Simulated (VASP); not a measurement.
Wanted: the native input for a VASP 6.6.1 run.

```yaml
Task: single point
Functional: LDA
Potentials_or_basis: VASP PAW LDA potentials, release 64 (Si)
Cutoff: 520 eV
k_mesh: 10 × 6 × 6
Occupations: gaussian, width 0.03 eV
Spin: no spin polarisation
Dipole_correction: no
Further_INCAR_settings: ALGO = Normal; EDIFF = 1e-06; NBANDS = 26
```

The structure of Si lies in POSCAR:

```
Si
1.0
   -3.8019755419      0.0000000000      0.0000000000
    0.0000000000      0.0000000000     -6.2891200223
    0.0000000000     -6.5852148077      0.0000000000
Si
8
Direct
    0.5000000000      0.9369667109      0.1362955997
    1.0000000000      0.9369667109      0.6362955997
    1.0000000000      0.4369667109      0.3637044003
    0.5000000000      0.4369667109      0.8637044003
    0.5000000000      0.5630332891      0.1970377337
    1.0000000000      0.5630332891      0.6970377337
    1.0000000000      0.0630332891      0.3029622663
    0.5000000000      0.0630332891      0.8029622663
```

This cell differs from its parent crystal: atoms displaced along a vibrational mode.

These files were run (other wordings do the same):

INCAR

```
SYSTEM = Si
PREC     = Accurate       ! precision mode
ENCUT    = 520            ! plane-wave cutoff, eV
EDIFF    = 1E-6           ! SCF threshold, eV
ISMEAR   = 0              ! smearing method
SIGMA    = 0.03           ! smearing width, eV
LREAL    = .FALSE.        ! projectors in reciprocal space
LASPH    = .TRUE.         ! aspherical terms in the spheres
NELM     = 100            ! most SCF steps
ALGO     = Normal         ! electronic algorithm
ISIF     = 2              ! what is computed and relaxed
LWAVE    = .FALSE.        ! write WAVECAR
LCHARG   = .FALSE.        ! write CHGCAR
GGA      = CA             ! functional
NBANDS   = 26             ! bands
```

KPOINTS

```
Automatic mesh
0
G
  10 6 6
  0 0 0
```

Potentials or basis: VASP PAW LDA potentials, release 64 (Si).

Command:

```bash
$ cat potpaw_LDA.64/Si/POTCAR > POTCAR
$ mpirun -np 1 vasp_std > vasp.out
```

It gave:

The pressure is -0.7 GPa. The largest force is 0.319 eV/Å. The band gap on the k mesh is 0.37 eV.

Caveat: the cell differs from its parent crystal (atoms displaced along a vibrational mode); semilocal functionals underestimate gaps, and a narrow one can read as zero.

Run time: 2.6 min on 1 thread of Oxide Virtual Turin-like Processor, on a shared host, peak memory 0.34 GiB.
